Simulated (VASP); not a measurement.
CsCl, 2 atoms in the cell. The structure is cubic, space group Pm-3m (No. 221). Conventional cell: a = 4.140 Å, b = 4.140 Å, c = 4.140 Å, α = 90.00°, β = 90.00°, γ = 90.00°. Cs (site symmetry m-3m) has 8 Cl at 3.59 Å and 6 Cs at 4.14 Å within 4.7 Å. Within 4.7 Å of Cl (site symmetry m-3m) lie 8 Cs at 3.59 Å and 6 Cl at 4.14 Å. 

| Quantity | Value |
| --- | --- |
| Program | VASP 6.6.1 |
| Task | single point |
| Functional | r2SCAN |
| Potentials or basis | VASP PAW PBE potentials, release 64 (Cs_sv, Cl) |
| Cutoff | 550 eV |
| k mesh | 6 × 6 × 6 |
| Occupations | gaussian, width 0.02 eV |
| Spin | no spin polarisation |
| Dipole correction | no |
| Further INCAR settings | ALGO = Normal; EDIFF = 1e-06; NBANDS = 15 |

Potentials or basis: VASP PAW PBE potentials, release 64 (Cs_sv, Cl).

The run is started by

```sh
$ cat potpaw_PBE.64/Cs_sv/POTCAR potpaw_PBE.64/Cl/POTCAR > POTCAR
$ cp INCAR.step1 INCAR
$ mpirun -np 1 vasp_std > vasp.out
$ cp INCAR.step2 INCAR
$ mpirun -np 1 vasp_std > vasp.out
```

Hardware: 1 thread of Intel Xeon 8259CL, on a shared host.

**Question.** How long does it take, and how much memory?

**Answer.** It took 87 s on 1 thread of Intel Xeon 8259CL (shared host), peak memory 0.19 GiB. Counts: k points 20.
